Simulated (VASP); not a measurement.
# PbS (R3m) in VASP: single point with PBEsol+D4

Aim: the single point of PbS with PBEsol+D4.

All numbers are computed with VASP 6.6.1; they aren't measurements. Logs are shortened: lines on timing, memory, paths and dates and some standing lists are left out, and cuts for length are marked.

## (1) The cell of the first run

Symmetry: R3m, No. 160, trigonal system. The conventional cell has a = 4.225 Å, b = 4.225 Å, c = 10.356 Å, α = 90.00°, β = 90.00°, γ = 120.00°. Within 3.9 Å of Pb (site symmetry 3m) lie 6 S at 2.96 to 3.02 Å. Within 3.9 Å of S (site symmetry 3m) lie 6 Pb at 2.96 to 3.02 Å.

## (2) Single point, PBEsol+D4

Contents of INCAR:

```
PREC     = Accurate       # precision mode
ENCUT    = 500            # plane-wave cutoff, eV
EDIFF    = 1E-6           # SCF threshold, eV
ISMEAR   = 0              # smearing method
SIGMA    = 0.01           # smearing width, eV
LREAL    = False          # projectors in reciprocal space
LASPH    = True           # aspherical terms in the spheres
NELM     = 120            # most SCF steps
ALGO     = Normal         # electronic algorithm
ISIF     = 2              # what is computed and relaxed
LWAVE    = False          # write WAVECAR
LCHARG   = False          # write CHGCAR
GGA      = PS             # functional
IVDW     = 13             # dispersion correction
NBANDS   = 17             # bands
GGA_COMPAT= False
```

Contents of KPOINTS:

```
Automatic mesh
0
Gamma
  3 3 3
```

Contents of POSCAR:

```
PbS
1.0
    2.1126617100      1.2197458000      3.4519162500
   -2.1126617100      1.2197458000      3.4519162500
    0.0000000000     -2.4394916100      3.4519162500
Pb S
1 1
Direct
    0.9805657800      0.9805657800      0.9805657800
    0.4750355500      0.4750355500      0.4750355500
```

Potentials or basis: VASP PAW PBE potentials, release 64 (Pb_d, S).

Launch:

```bash
$ cat potpaw_PBE.64/Pb_d/POTCAR potpaw_PBE.64/S/POTCAR > POTCAR
$ mpirun -np 1 vasp_std > vasp.out
```

OUTCAR:

```text
PREC = Accurate
   ENCUT = 500
   EDIFF = 1E-6
   ISMEAR = 0
   LREAL = False
   LASPH = True
   NELM = 120
   ISIF = 2
   GGA = PS
   IVDW = 13

 ion  position               nearest neighbor table
   1  0.981  0.981  0.981-   2 2.96   2 2.96   2 2.96   2 3.02   2 3.02   2 3.02
   2  0.475  0.475  0.475-   1 2.96   1 2.96   1 2.96   1 3.02   1 3.02   1 3.02

  LATTYP: Found a trigonal (rhomboedric) cell.
 ALAT       =     4.2269191043
 COS(alpha) =     0.5003774340

  Lattice vectors:

 A1 = (   2.1126617100,   1.2197458000,   3.4519162500)
 A2 = (  -2.1126617100,   1.2197458000,   3.4519162500)
 A3 = (   0.0000000000,  -2.4394916100,   3.4519162500)

Analysis of symmetry for initial positions (statically):
=====================================================================
 Subroutine PRICEL returns:
 Original cell was already a primitive cell.

 Routine SETGRP: Setting up the symmetry group for a
 trigonal (rhombohedral) supercell.

 Subroutine GETGRP returns: Found  6 space group operations
 (whereof  6 operations were pure point group operations)
 out of a pool of 12 trial point group operations.

The static configuration has the point symmetry C_3v.

Analysis of symmetry for dynamics (positions and initial velocities):
=====================================================================
 Subroutine PRICEL returns:
 Original cell was already a primitive cell.

 Routine SETGRP: Setting up the symmetry group for a
 trigonal (rhombohedral) supercell.

 Subroutine GETGRP returns: Found  6 space group operations
 (whereof  6 operations were pure point group operations)
 out of a pool of 12 trial point group operations.

The dynamic configuration has the point symmetry C_3v.

 Subroutine INISYM returns: Found  6 space group operations
 (whereof  6 operations are pure point group operations),
 and found     1 'primitive' translations

----------------------------------------------------------------------------------------

                                     Primitive cell

  volume of cell :      53.3717

  direct lattice vectors                    reciprocal lattice vectors
     2.112661710  1.219745800  3.451916250     0.236668274  0.136640492  0.096564722
    -2.112661710  1.219745800  3.451916250    -0.236668274  0.136640492  0.096564722
     0.000000000 -2.439491610  3.451916250     0.000000000 -0.273280984  0.096564722

  length of vectors
     4.226919104  4.226919104  4.226919104     0.289840027  0.289840027  0.289840028

  position of ions in fractional coordinates (direct lattice)
     0.980565780  0.980565780  0.980565780
     0.475035550  0.475035550  0.475035550

  ion indices of the primitive-cell ions
   primitive index   ion index
                 1           1
                 2           2

----------------------------------------------------------------------------------------

 KPOINTS: Automatic mesh

Automatic generation of k-mesh.
 Grid dimensions read from file:
 generate k-points for:    3    3    3

 Generating k-lattice:

  Cartesian coordinates                     Fractional coordinates (reciprocal lattice)
     0.078889425  0.045546831  0.032188241     0.333333333  0.000000000  0.000000000
    -0.078889425  0.045546831  0.032188241     0.000000000  0.333333333  0.000000000
     0.000000000 -0.091093661  0.032188241     0.000000000  0.000000000  0.333333333

  Length of vectors
     0.096613342  0.096613342  0.096613343

  Shift w.r.t. Gamma in fractional coordinates (k-lattice)
     0.000000000  0.000000000  0.000000000

 Subroutine IBZKPT returns following result:
 ===========================================

 Found      6 irreducible k-points:

 Following reciprocal coordinates:
            Coordinates               Weight
  0.000000  0.000000  0.000000      1.000000
  0.333333  0.000000 -0.000000      6.000000
  0.333333  0.333333 -0.000000      6.000000
 -0.333333  0.333333  0.000000      6.000000
  0.333333  0.333333  0.333333      2.000000
 -0.333333  0.333333  0.333333      6.000000
   k-points           NKPTS =      6   k-points in BZ     NKDIM =      6   number of bands    NBANDS=     17
   number of dos      NEDOS =    301   number of ions     NIONS =      2
   total plane-waves  NPLWV =  32768
   dimension x,y,z NGX =    32 NGY =   32 NGZ =   32
   dimension x,y,z NGXF=    64 NGYF=   64 NGZF=   64
   ions per type =               1   1
   NGX,Y,Z   is equivalent  to a cutoff of  12.59, 12.59, 12.59 a.u.
   NGXF,Y,Z  is equivalent  to a cutoff of  25.17, 25.17, 25.17 a.u.
 SYSTEM =  unknown system
   PREC   = accura    normal or accurate (medium, high low for compatibility)
   ISTART =      0    job   : 0-new  1-cont  2-samecut
   ICHARG =      2    charge: 1-file 2-atom 10-const
   ISPIN  =      1    spin polarized calculation?
   LNONCOLLINEAR =      F non collinear calculations
   LSORBIT =      F    spin-orbit coupling
   LASPH  =      T    aspherical Exc in radial PAW
   ENCUT  =  500.0 eV  36.75 Ry    6.06 a.u.   7.71  7.71  7.71*2*pi/ulx,y,z
   NELM   =    120;   NELMIN=  2; NELMDL= -5     # of ELM steps
   EDIFF  = 0.1E-05   stopping-criterion for ELM
   LREAL  =      F    real-space projection
   EDIFFG = 0.1E-04   stopping-criterion for IOM
   NSW    =      0    number of steps for IOM
   IBRION =     -1    ionic relax: 0-MD 1-quasi-New 2-CG
   NFREE  =      0    steps in history (QN), initial steepest desc. (CG)
   ISIF   =      2    stress and relaxation
   ISYM   =      2    0-nonsym 1-usesym 2-fastsym
   POTIM  = 0.5000    time-step for ionic-motion
   TEBEG  =    0.0;   TEEND  =   0.0 temperature during run
   PSTRESS=    0.0 pullay stress
   NELECT =      20.0000    total number of electrons
   NUPDOWN=      -1.0000    fix difference up-down
   EMIN   =  10.00;   EMAX   =-10.00  energy-range for DOS
   EFERMI =   0.00;   METHOD = LEGACY
   ISMEAR =     0;   SIGMA  =   0.01  broadening in eV -4-tet -1-fermi 0-gaus
   EFERMI_NEDOS =   21; number of points for ismear=-14 and -15
   IALGO  =     38    algorithm
   IMIX   =      4    mixing-type and parameters
     AMIX     =   0.40;   BMIX     =  1.00
     AMIX_MAG =   1.60;   BMIX_MAG =  1.00
  volume/ion in A,a.u.               =      26.69       180.08
  Fermi-wavevector in a.u.,A,eV,Ry     =   1.180270  2.230386 18.953411  1.393036
  Thomas-Fermi vector in A             =   2.316565
   LORBIT       =      0    0 simple, 1 ext, 2 COOP (PROOUT), +10 PAW based schemes
   GGA     = PS    functional components
   LHFCALC =     F    Hartree Fock is set to
   AEXX    =    0.0000 exact exchange contribution
   IVDW    =    13    specifies the selected vdW correction
   LEPSILON=     F    determine dielectric tensor
   LRPA    =     F    only Hartree local field effects (RPA)
 non-spin polarized calculation
 Gauss-broadening in eV      SIGMA  =   0.01
  energy-cutoff  :      500.00
  volume of cell :       53.37
 maximum number of plane-waves:      1363
   NGX = 15   NGY = 15   NGZ = 15

 number of electron      20.0000002 magnetization

 Free energy of the ion-electron system (eV)
  ---------------------------------------------------
  ext. energy  EPLUGINS =         0.00000000
  ---------------------------------------------------
  free energy    TOTEN  =        -9.55995246 eV

  energy without entropy =       -9.55995246  energy(sigma->0) =       -9.55995246

 E-fermi :   4.6987     XC(G=0):  -9.7958

 val. band max:        4.6237998651   @ k =   0.3333   0.0000  -0.0000
 cond. band min:       6.7826761634   @ k =   0.3333   0.0000  -0.0000
 fundamental gap:      2.1588762983
 Fermi energy:         4.6987499822

 k-point     1 :       0.0000    0.0000    0.0000
  band No.  band energies     occupation
      1     -11.3410      2.00000
      2     -11.3407      2.00000
      3     -11.3407      2.00000
      4     -11.3285      2.00000
      5     -11.3285      2.00000
      6      -8.0483      2.00000
[... 9 lines left out ...]
     16      12.1055      0.00000
     17      13.8914      0.00000

 k-point     2 :       0.3333    0.0000   -0.0000
  band No.  band energies     occupation
      1     -11.3527      2.00000
      2     -11.3521      2.00000
      3     -11.3379      2.00000
      4     -11.3062      2.00000
      5     -11.3059      2.00000
      6      -7.2463      2.00000
[... 9 lines left out ...]
     16      14.0792      0.00000
     17      17.3828      0.00000

 k-point     3 :       0.3333    0.3333   -0.0000
  band No.  band energies     occupation
      1     -11.4224      2.00000
      2     -11.3587      2.00000
      3     -11.3103      2.00000
      4     -11.2984      2.00000
      5     -11.2982      2.00000
      6      -6.9528      2.00000
[... 9 lines left out ...]
     16      16.1042      0.00000
     17      16.7431      0.00000

 k-point     4 :      -0.3333    0.3333    0.0000
  band No.  band energies     occupation
      1     -11.4119      2.00000
      2     -11.3327      2.00000
      3     -11.3291      2.00000
      4     -11.3093      2.00000
      5     -11.2968      2.00000
      6      -6.5209      2.00000
[... 9 lines left out ...]
     16      15.4217      0.00000
     17      17.1530      0.00000

 k-point     5 :       0.3333    0.3333    0.3333
  band No.  band energies     occupation
      1     -11.3521      2.00000
      2     -11.3521      2.00000
      3     -11.3384      2.00000
      4     -11.3060      2.00000
      5     -11.3060      2.00000
      6      -7.2500      2.00000
[... 9 lines left out ...]
     16      14.0825      0.00000
     17      17.3868      0.00000

 k-point     6 :      -0.3333    0.3333    0.3333
  band No.  band energies     occupation
      1     -11.4119      2.00000
      2     -11.3311      2.00000
      3     -11.3307      2.00000
      4     -11.3094      2.00000
      5     -11.2967      2.00000
      6      -6.5236      2.00000
[... 9 lines left out ...]
     16      15.4144      0.00000
     17      17.1509      0.00000

------------------------ aborting loop because EDIFF is reached ----------------------------------------

  DFT-D4 for vdW energy calculation

  Edisp (eV):   -0.42896

  FORCE on cell =-STRESS in cart. coord.  units (eV):
  Direction    XX          YY          ZZ          XY          YZ          ZX
  --------------------------------------------------------------------------------------
  -------------------------------------------------------------------------------------
  Total      -1.41961    -1.41961    -1.41902     0.00000     0.00000     0.00000
  in kB     -42.61558   -42.61558   -42.59786     0.00000     0.00000     0.00000
  external pressure =      -42.61 kB  Pullay stress =        0.00 kB

 VOLUME and BASIS-vectors are now :
 -----------------------------------------------------------------------------
  energy-cutoff  :      500.00
  volume of cell :       53.37
      direct lattice vectors                 reciprocal lattice vectors
     2.112661710  1.219745800  3.451916250     0.236668274  0.136640492  0.096564722
    -2.112661710  1.219745800  3.451916250    -0.236668274  0.136640492  0.096564722
     0.000000000 -2.439491610  3.451916250     0.000000000 -0.273280984  0.096564722

 POSITION                                       TOTAL-FORCE (eV/Angst)
 -----------------------------------------------------------------------------------
      0.00000     -0.00000     10.15449         0.000000     -0.000000      0.008967
      0.00000     -0.00000      4.91935         0.000000      0.000000     -0.008967
 -----------------------------------------------------------------------------------
    total drift:                                0.000000     -0.000000     -0.000126

  FREE ENERGIE OF THE ION-ELECTRON SYSTEM (eV)
  ---------------------------------------------------
  free  energy   TOTEN  =        -9.9889156059 eV

  energy  without entropy=       -9.9889156059  energy(sigma->0) =       -9.98891561
```

It took 11 s on 1 thread of Intel Xeon 8259CL, shared host; peak memory 0.17 GiB.

Results:

- Free energy: -9.9889 eV
- Pressure: -4.3 GPa
- Largest force: 0.009 eV/Å
- Dispersion energy per atom: -0.214 eV

Forces on the atoms (eV/Å):
```
Pb   0.000  0.000  0.009
S    0.000  0.000 -0.009
```

Caveat: the k points lie up to 0.61 Å⁻¹ apart; this odd mesh misses L, where the gap lies, so gap, dielectric constants and Born charges aren't listed; the PAW data sets were made with another functional, which shifts forces and pressure a little; spin-orbit coupling is left out, which moves the levels of the heavy elements.
